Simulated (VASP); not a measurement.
# Al (P6_3/mmc) in VASP: further runs

The runs below take Al through single point, with PBEsol+D3(BJ).

Program: VASP 6.6.1. These are calculated values, not measurements. Logs are shortened: lines on timing, memory, paths and dates and some standing lists are left out, and cuts for length are marked.

**1. The cell of the first run**

The structure is hexagonal, space group P6_3/mmc (No. 194). The conventional cell has a = 2.745 Å, b = 2.745 Å, c = 9.378 Å, α = 90.00°, β = 90.00°, γ = 120.00°. Al (site symmetry -3m) has 12 Al at 2.75 to 2.83 Å within 3.6 Å. Al (site symmetry -6m2) has 12 Al at 2.75 to 2.83 Å within 3.6 Å.

**2. Single point, PBEsol+D3(BJ) (volume 15.299 Å^3 an atom, c/a of the conventional cell 3.4162)**

INCAR reads:

```
PREC     = Accurate       # precision mode
ENCUT    = 520            # plane-wave cutoff, eV
EDIFF    = 1E-6           # SCF threshold, eV
ISMEAR   = 0              # smearing method
SIGMA    = 0.15           # smearing width, eV
LREAL    = F              # projectors in reciprocal space
LASPH    = T              # aspherical terms in the spheres
NELM     = 60             # most SCF steps
ALGO     = Normal         # electronic algorithm
ISIF     = 2              # what is computed and relaxed
LWAVE    = F              # write WAVECAR
LCHARG   = T              # write CHGCAR
GGA      = PS             # functional
IVDW     = 12             # dispersion correction
LELF     = T              # ELF
LVHAR    = T            
NBANDS   = 14             # bands
```

KPOINTS reads:

```
regular mesh
0
Gamma
  18 18 6
```

POSCAR reads:

```
Al
1.0
    2.7450464980      0.0000000000      0.0000000000
   -1.3725232490      2.3772800018      0.0000000000
    0.0000000000      0.0000000000      9.3776278464
Al
4
Direct
    0.0000000000      0.0000000000      0.0000000000
    0.3333333333      0.6666666667      0.2500000000
    0.0000000000      0.0000000000      0.5000000000
    0.6666666667      0.3333333333      0.7500000000
```

Potentials or basis: VASP PAW PBE potentials, release 64 (Al).

Launch:

```
cat potpaw_PBE.64/Al/POTCAR > POTCAR
mpirun -np 1 vasp_std > vasp.out
```

OUTCAR:

```text
PREC = Accurate
   ENCUT = 520
   EDIFF = 1E-6
   ISMEAR = 0
   LREAL = F
   LASPH = T
   NELM = 60
   ISIF = 2
   GGA = PS
   IVDW = 12
 IVDW          = 12

 ion  position               nearest neighbor table
   1  0.000  0.000  0.000-   2 2.83   4 2.83   2 2.83   4 2.83   4 2.83   2 2.83
   2  0.333  0.667  0.250-   1 2.83   3 2.83   1 2.83   3 2.83   1 2.83   3 2.83
   3  0.000  0.000  0.500-   2 2.83   4 2.83   2 2.83   4 2.83   4 2.83   2 2.83
   4  0.667  0.333  0.750-   1 2.83   3 2.83   1 2.83   3 2.83   1 2.83   3 2.83

  LATTYP: Found a hexagonal cell.
 ALAT       =     2.7450464980
 C/A-ratio  =     3.4162000000

  Lattice vectors:

 A1 = (   2.7450464980,   0.0000000000,   0.0000000000)
 A2 = (  -1.3725232490,   2.3772800018,   0.0000000000)
 A3 = (   0.0000000000,   0.0000000000,   9.3776278464)

Analysis of symmetry for initial positions (statically):
=====================================================================
 Subroutine PRICEL returns:
 Original cell was already a primitive cell.

 Routine SETGRP: Setting up the symmetry group for a
 hexagonal supercell.

 Subroutine GETGRP returns: Found 24 space group operations
 (whereof 12 operations were pure point group operations)
 out of a pool of 24 trial point group operations.

The static configuration has the point symmetry D_3d.
 The point group associated with its full space group is D_6h.

Analysis of symmetry for dynamics (positions and initial velocities):
=====================================================================
 Subroutine PRICEL returns:
 Original cell was already a primitive cell.

 Routine SETGRP: Setting up the symmetry group for a
 hexagonal supercell.

 Subroutine GETGRP returns: Found 24 space group operations
 (whereof 12 operations were pure point group operations)
 out of a pool of 24 trial point group operations.

The dynamic configuration has the point symmetry D_3d.
 The point group associated with its full space group is D_6h.

 Subroutine INISYM returns: Found 24 space group operations
 (whereof 12 operations are pure point group operations),
 and found     1 'primitive' translations

----------------------------------------------------------------------------------------

                                     Primitive cell

  volume of cell :      61.1960

  direct lattice vectors                    reciprocal lattice vectors
     2.745046498  0.000000000  0.000000000     0.364292554  0.210324404  0.000000000
    -1.372523249  2.377280002  0.000000000     0.000000000  0.420648808  0.000000000
     0.000000000  0.000000000  9.377627846     0.000000000  0.000000000  0.106636776

  length of vectors
     2.745046498  2.745046498  9.377627846     0.420648808  0.420648808  0.106636776

  position of ions in fractional coordinates (direct lattice)
     0.000000000  0.000000000  0.000000000
     0.333333333  0.666666667  0.250000000
     0.000000000  0.000000000  0.500000000
     0.666666667  0.333333333  0.750000000

  ion indices of the primitive-cell ions
   primitive index   ion index
                 1           1
                 2           2
                 3           3
                 4           4

----------------------------------------------------------------------------------------

 KPOINTS: regular mesh

Automatic generation of k-mesh.
 Grid dimensions read from file:
 generate k-points for:   18   18    6

 Generating k-lattice:

  Cartesian coordinates                     Fractional coordinates (reciprocal lattice)
     0.020238475  0.011684689  0.000000000     0.055555556  0.000000000  0.000000000
     0.000000000  0.023369378  0.000000000     0.000000000  0.055555556  0.000000000
     0.000000000  0.000000000  0.017772796     0.000000000  0.000000000  0.166666667

  Length of vectors
     0.023369378  0.023369378  0.017772796

  Shift w.r.t. Gamma in fractional coordinates (k-lattice)
     0.000000000  0.000000000  0.000000000

 Subroutine IBZKPT returns following result:
 ===========================================

 Found    148 irreducible k-points:

 Following reciprocal coordinates:
            Coordinates               Weight
  0.000000  0.000000  0.000000      1.000000
  0.055556  0.000000  0.000000      6.000000
  0.111111  0.000000  0.000000      6.000000
  0.166667  0.000000  0.000000      6.000000
  0.222222  0.000000  0.000000      6.000000
  0.277778 -0.000000  0.000000      6.000000
[... 16 lines left out ...]
  0.333333  0.111111  0.000000     12.000000
  0.388889  0.111111  0.000000     12.000000
 [... further k-points ...]
   k-points           NKPTS =    148   k-points in BZ     NKDIM =    148   number of bands    NBANDS=     14
   number of dos      NEDOS =    301   number of ions     NIONS =      4
   total plane-waves  NPLWV =  28000
   dimension x,y,z NGX =    20 NGY =   20 NGZ =   70
   dimension x,y,z NGXF=    40 NGYF=   40 NGZF=  140
   ions per type =               4
   NGX,Y,Z   is equivalent  to a cutoff of  12.11, 12.11, 12.41 a.u.
   NGXF,Y,Z  is equivalent  to a cutoff of  24.22, 24.22, 24.82 a.u.
 SYSTEM =  unknown system
   PREC   = accura    normal or accurate (medium, high low for compatibility)
   ISTART =      0    job   : 0-new  1-cont  2-samecut
   ICHARG =      2    charge: 1-file 2-atom 10-const
   ISPIN  =      1    spin polarized calculation?
   LNONCOLLINEAR =      F non collinear calculations
   LSORBIT =      F    spin-orbit coupling
   LASPH  =      T    aspherical Exc in radial PAW
   ENCUT  =  520.0 eV  38.22 Ry    6.18 a.u.   5.10  5.10 17.44*2*pi/ulx,y,z
   NELM   =     60;   NELMIN=  2; NELMDL= -5     # of ELM steps
   EDIFF  = 0.1E-05   stopping-criterion for ELM
   LREAL  =      F    real-space projection
   EDIFFG = 0.1E-04   stopping-criterion for IOM
   NSW    =      0    number of steps for IOM
   IBRION =     -1    ionic relax: 0-MD 1-quasi-New 2-CG
   NFREE  =      0    steps in history (QN), initial steepest desc. (CG)
   ISIF   =      2    stress and relaxation
   ISYM   =      2    0-nonsym 1-usesym 2-fastsym
   POTIM  = 0.5000    time-step for ionic-motion
   TEBEG  =    0.0;   TEEND  =   0.0 temperature during run
   PSTRESS=    0.0 pullay stress
   NELECT =      12.0000    total number of electrons
   NUPDOWN=      -1.0000    fix difference up-down
   EMIN   =  10.00;   EMAX   =-10.00  energy-range for DOS
   EFERMI =   0.00;   METHOD = LEGACY
   ISMEAR =     0;   SIGMA  =   0.15  broadening in eV -4-tet -1-fermi 0-gaus
   EFERMI_NEDOS =   21; number of points for ismear=-14 and -15
   IALGO  =     38    algorithm
   IMIX   =      4    mixing-type and parameters
     AMIX     =   0.40;   BMIX     =  1.00
     AMIX_MAG =   1.60;   BMIX_MAG =  1.00
  volume/ion in A,a.u.               =      15.30       103.24
  Fermi-wavevector in a.u.,A,eV,Ry     =   0.951103  1.797324 12.307789  0.904597
  Thomas-Fermi vector in A             =   2.079542
   LORBIT       =      0    0 simple, 1 ext, 2 COOP (PROOUT), +10 PAW based schemes
   GGA     = PS    functional components
   LHFCALC =     F    Hartree Fock is set to
   AEXX    =    0.0000 exact exchange contribution
   IVDW    =    12    specifies the selected vdW correction
   LEPSILON=     F    determine dielectric tensor
   LRPA    =     F    only Hartree local field effects (RPA)
 non-spin polarized calculation
 Gauss-broadening in eV      SIGMA  =   0.15
  energy-cutoff  :      520.00
  volume of cell :       61.20
 maximum number of plane-waves:      1671
   NGX = 11   NGY = 11   NGZ = 35

 number of electron      12.0000000 magnetization

 Free energy of the ion-electron system (eV)
  ---------------------------------------------------
  ext. energy  EPLUGINS =         0.00000000
  ---------------------------------------------------
  free energy    TOTEN  =       -16.23716867 eV

  energy without entropy =      -16.21768999  energy(sigma->0) =      -16.22742933

 E-fermi :   8.7415     XC(G=0): -10.5351

 val. band max:        8.7298401197   @ k =   0.3333   0.2222   0.5000
 cond. band min:       8.7443139972   @ k =   0.2778   0.1111   0.5000
 fundamental gap:      0.0144738776
 Fermi energy:         8.7415126199

 k-point     1 :       0.0000    0.0000    0.0000
  band No.  band energies     occupation
      1      -2.9052      2.00000
      2      -1.2368      2.00000
      3      -1.2307      2.00000
      4       3.6164      2.00000
      5       3.7143      2.00000
      6      11.4938      0.00000
      7      11.5015      0.00000
      8      20.6503      0.00000
      9      20.7252      0.00000
     10      20.7252      0.00000
     11      20.7369      0.00000
     12      20.7369      0.00000
     13      21.6149      0.00000
     14      21.6236      0.00000

 k-point     2 :       0.0556    0.0000    0.0000
  band No.  band energies     occupation
      1      -2.8245      2.00000
      2      -1.1570      2.00000
      3      -1.1510      2.00000
      4       3.6911      2.00000
      5       3.7929      2.00000
      6      11.5607      0.00000
      7      11.5698      0.00000
      8      18.8864      0.00000
      9      19.5913      0.00000
     10      20.0382      0.00000
     11      20.2303      0.00000
     12      20.6601      0.00000
     13      20.9095      0.00000
     14      20.9485      0.00000
[... 343 lines left out ...]
      1       1.2262      2.00000
      2       2.8367      2.00000
      3       2.8390      2.00000
      4       6.4958      2.00000
      5       7.4426      2.00000
      6       7.7919      2.00000
      7       8.4480      1.99435
      8       8.6843      1.41045
      9      11.9157      0.00000
     10      12.8904      0.00000
     11      13.3764      0.00000
     12      13.6331      0.00000
     13      14.1559      0.00000
     14      15.7595      0.00000

 k-point    24 :       0.3889    0.1111    0.0000
  band No.  band energies     occupation
      1       2.3907      2.00000
      2       3.9621      2.00000
      3       3.9670      2.00000
      4       5.1214      2.00000
      5       6.7724      2.00000
      6       6.7904      2.00000
      7       8.6775      1.45408
      8       9.0091      0.01163
      9      11.1370      0.00000
     10      11.3691      0.00000
     11      12.7107      0.00000
     12      13.4943      0.00000
     13      13.8722      0.00000
     14      16.5856      0.00000

 [... further k-points ...]

------------------------ aborting loop because EDIFF is reached ----------------------------------------

 Edisp (eV)   -1.37115

 E8    (eV) :    -0.9234

  FORCE on cell =-STRESS in cart. coord.  units (eV):
  Direction    XX          YY          ZZ          XY          YZ          ZX
  --------------------------------------------------------------------------------------
  -------------------------------------------------------------------------------------
  Total       1.40904     1.40904    -0.24643     0.00000     0.00000    -0.00000
  in kB      36.89031    36.89031    -6.45171     0.00000     0.00000    -0.00000
  external pressure =       22.44 kB  Pullay stress =        0.00 kB

 VOLUME and BASIS-vectors are now :
 -----------------------------------------------------------------------------
  energy-cutoff  :      520.00
  volume of cell :       61.20
      direct lattice vectors                 reciprocal lattice vectors
     2.745046498  0.000000000  0.000000000     0.364292554  0.210324404  0.000000000
    -1.372523249  2.377280002  0.000000000     0.000000000  0.420648808  0.000000000
     0.000000000  0.000000000  9.377627846     0.000000000  0.000000000  0.106636776

 POSITION                                       TOTAL-FORCE (eV/Angst)
 -----------------------------------------------------------------------------------
      0.00000      0.00000      0.00000         0.000000      0.000000      0.000000
     -0.00000      1.58485      2.34441        -0.000000     -0.000000      0.000000
      0.00000      0.00000      4.68881         0.000000      0.000000      0.000000
      1.37252      0.79243      7.03322         0.000000      0.000000     -0.000000
 -----------------------------------------------------------------------------------
    total drift:                               -0.000000      0.000000     -0.000000

  FREE ENERGIE OF THE ION-ELECTRON SYSTEM (eV)
  ---------------------------------------------------
  free  energy   TOTEN  =       -17.6083218464 eV

  energy  without entropy=      -17.5888431690  energy(sigma->0) =      -17.59858251
```

It took 39 s on 1 thread of Intel Xeon 6975P-C (Granite Rapids), shared host; peak memory 0.23 GiB.

Results:

```yaml
Free_energy: -17.6083 eV
Pressure: 2.2 GPa
Band_gap_on_the_k_mesh: zero (band 6 reaches 12.20 eV, above the bottom of band 7 at 7.29 eV)
Dispersion_energy_per_atom: -0.343 eV
```

Levels at points of the mesh, in eV from the Fermi level:
| k point | band 3 | band 4 | band 5 | band 6 | band 7 | band 8 | band 9 | band 10 |
| --- | --- | --- | --- | --- | --- | --- | --- | --- |
| (0.00, 0.00, 0.00) | -9.97 | -5.13 | -5.03 | 2.75 | 2.76 | 11.91 | 11.98 | 11.98 |
| (0.50, 0.00, 0.00) | -4.03 | -4.03 | -3.26 | -3.26 | 0.79 | 1.09 | 1.17 | 1.50 |
| (0.00, 0.00, 0.50) | -7.91 | -7.91 | -1.50 | -1.50 | 7.59 | 7.59 | 12.23 | 12.23 |
| (0.50, 0.00, 0.50) | -4.83 | -4.83 | -1.94 | -1.94 | -1.25 | -1.25 | 4.39 | 4.39 |

Caveat: the PAW data sets were made with another functional, which shifts forces and pressure a little; pairwise dispersion overbinds metals, which lowers pressure and volume.

**3. Single point, PBEsol+D3(BJ) (volume 15.299 Å^3 an atom, c/a of the conventional cell 3.2820)**

INCAR reads:

```
  ALGO = Fast
  EDIFF = 1E-6
  ENCUT = 520
  GGA = PS
  ISIF = 2
  ISMEAR = 0
  IVDW = 12
  LASPH = True
  LCHARG = False
  LREAL = False
  LWAVE = False
  NBANDS = 14
  NELM = 80
  PREC = Accurate
  SIGMA = 0.15
```

KPOINTS reads:

```
k-points
0
Gamma
  18 18 6
```

POSCAR reads:

```
Al
1.0
    2.7819765795      0.0000000000      0.0000000000
   -1.3909882897      2.4092623906      0.0000000000
    0.0000000000      0.0000000000      9.1303087794
Al
4
Direct
    0.0000000000      0.0000000000      0.0000000000
    0.3333333333      0.6666666667      0.2500000000
    0.0000000000      0.0000000000      0.5000000000
    0.6666666667      0.3333333333      0.7500000000
```

Potentials or basis: VASP PAW PBE potentials, release 64 (Al).

Launch:

```
cat potpaw_PBE.64/Al/POTCAR > POTCAR
mpirun -np 1 vasp_std > vasp.out
```

It took 59 s on 1 thread of Intel Xeon 6975P-C (Granite Rapids), shared host; peak memory 0.25 GiB.

The run converged. Its results:

```yaml
Free_energy: -17.6343 eV
Pressure: 2.0 GPa
Band_gap_on_the_k_mesh: zero (band 6 reaches 12.75 eV, above the bottom of band 7 at 7.16 eV)
Dispersion_energy_per_atom: -0.343 eV
```

Levels at points of the mesh, in eV from the Fermi level:
```csv
k point,band 4,band 5,band 6,band 7,band 8,band 9
"(0.00, 0.00, 0.00)",-4.91,-4.53,3.51,3.52,11.34,11.34
"(0.50, 0.00, 0.00)",-4.08,-3.38,-3.34,0.81,1.22,1.44
"(0.00, 0.00, 0.50)",-7.71,-0.95,-0.95,8.55,8.55,11.67
"(0.50, 0.00, 0.50)",-4.98,-1.92,-1.92,-1.23,-1.23,4.78
```

Caveat: the PAW data sets were made with another functional, which shifts forces and pressure a little; pairwise dispersion overbinds metals, which lowers pressure and volume.

**4. Single point, PBEsol+D3(BJ) (volume 15.299 Å^3 an atom, c/a of the conventional cell 3.5559)**

INCAR reads:

```
PREC = Accurate
ENCUT = 520
EDIFF = 1E-6
ISMEAR = 0
SIGMA = 0.15
LREAL = False
LASPH = True
NELM = 100
ALGO = Normal
ISIF = 2
LWAVE = False
LCHARG = False
GGA = PS
IVDW = 12
NBANDS = 14
```

KPOINTS reads:

```
regular mesh
0
Gamma
  18 18 6
```

POSCAR reads:

```
Al
1.0
    2.7086171361      0.0000000000      0.0000000000
   -1.3543085680      2.3457312490      0.0000000000
    0.0000000000      0.0000000000      9.6315716744
Al
4
Direct
    0.0000000000      0.0000000000      0.0000000000
    0.3333333333      0.6666666667      0.2500000000
    0.0000000000      0.0000000000      0.5000000000
    0.6666666667      0.3333333333      0.7500000000
```

Launch:

```
cat potpaw_PBE.64/Al/POTCAR > POTCAR
mpirun -np 1 vasp_std > vasp.out
```

It took 44 s on 1 thread of Intel Xeon 6975P-C (Granite Rapids), shared host; peak memory 0.23 GiB.

Results (log left out):

```
Free energy                : -17.5449 eV
Pressure                   : 3.0 GPa
Band gap on the k mesh     : zero (band 6 reaches 11.84 eV, above the bottom of band 7 at 7.44 eV)
Dispersion energy per atom : -0.343 eV
```

Stress tensor (GPa, compression positive):
```
 5.81  0.00  0.00
 0.00  5.81  0.00
 0.00  0.00 -2.64
```

Levels at points of the mesh, in eV from the Fermi level:
```csv
k point,band 4,band 5,band 6,band 7,band 8,band 9
"(0.00, 0.00, 0.00)",-5.49,-5.29,2.06,2.06,11.09,12.45
"(0.50, 0.00, 0.00)",-3.93,-3.16,-3.11,0.79,0.82,1.18
"(0.00, 0.00, 0.50)",-8.09,-1.99,-1.99,6.69,6.69,12.78
"(0.50, 0.00, 0.50)",-4.65,-1.92,-1.92,-1.24,-1.24,4.06
```

Caveat: the PAW data sets were made with another functional, which shifts forces and pressure a little; pairwise dispersion overbinds metals, which lowers pressure and volume.

**5. Single point, PBEsol+D3(BJ)**

This run uses another cell than the first one, of the same volume but with other edges.

INCAR reads:

```
SYSTEM = Al
PREC = Accurate ; ENCUT = 520
EDIFF = 1E-7 ; ISMEAR = 0
SIGMA = 0.15 ; LREAL = .False.
LASPH = .True. ; NELM = 80
ALGO = Normal ; ISIF = 2
LWAVE = .False. ; LCHARG = .False.
GGA = PS ; IVDW = 12
ISYM = 0 ; NBANDS = 14
```

KPOINTS reads:

```
Automatic mesh
0
Gamma
  18 18 6
  0.5 0.5 0.5
```

POSCAR is that of step 4.

Launch:

```
cat potpaw_PBE.64/Al/POTCAR > POTCAR
mpirun -np 1 vasp_std > vasp.out
```

Wall time 21 min (1 thread of Intel Xeon Platinum 8375C at 2.90GHz (Ice Lake), shared host); peak memory 1.7 GiB.

The run converged. Its results:

```
Free energy                : -17.5448 eV
Pressure                   : 3.0 GPa
Band gap on the k mesh     : zero (band 6 reaches 11.45 eV, above the bottom of band 7 at 7.27 eV)
Dispersion energy per atom : -0.343 eV
```

Stress tensor (GPa, compression positive):
```
 6.05  0.00  0.00
 0.00  6.05  0.00
 0.00  0.00 -3.14
```

Levels at points of the mesh, in eV from the Fermi level:
| k point | band 2 | band 3 | band 4 | band 5 | band 6 | band 7 | band 8 | band 9 | band 10 | band 11 |
| --- | --- | --- | --- | --- | --- | --- | --- | --- | --- | --- |
| (0.03, 0.03, 0.08) | -10.24 | -9.72 | -5.85 | -4.82 | 1.38 | 2.83 | 10.59 | 11.26 | 11.37 | 12.20 |

Caveat: the PAW data sets were made with another functional, which shifts forces and pressure a little; pairwise dispersion overbinds metals, which lowers pressure and volume.

**6. Overview**

```tsv
cell	k mesh	gap on the mesh (eV)	pressure (GPa)
a = 2.745, b = 2.745, c = 9.378 Å, angles 90.0, 90.0, 120.0°, 4 atoms	18 × 18 × 6	none	2.2
a = 2.782, b = 2.782, c = 9.130 Å, angles 90.0, 90.0, 120.0°, 4 atoms	18 × 18 × 6	none	2.0
a = 2.709, b = 2.709, c = 9.632 Å, angles 90.0, 90.0, 120.0°, 4 atoms	18 × 18 × 6	none	3.0
a = 2.709, b = 2.709, c = 9.632 Å, angles 90.0, 90.0, 120.0°, 4 atoms	18 × 18 × 6, shifted	none	3.0
```

Alike in all rows: task single point; level PBEsol+D3(BJ); potentials or basis VASP PAW PBE potentials, release 64 (Al); no spin polarisation; cutoff (eV) 520; smearing gaussian 0.15 eV.

Caveats: the PAW data sets were made with another functional, which shifts forces and pressure a little; pairwise dispersion overbinds metals, which lowers pressure and volume.

Absolute energies hang on the potentials; compare differences alone.
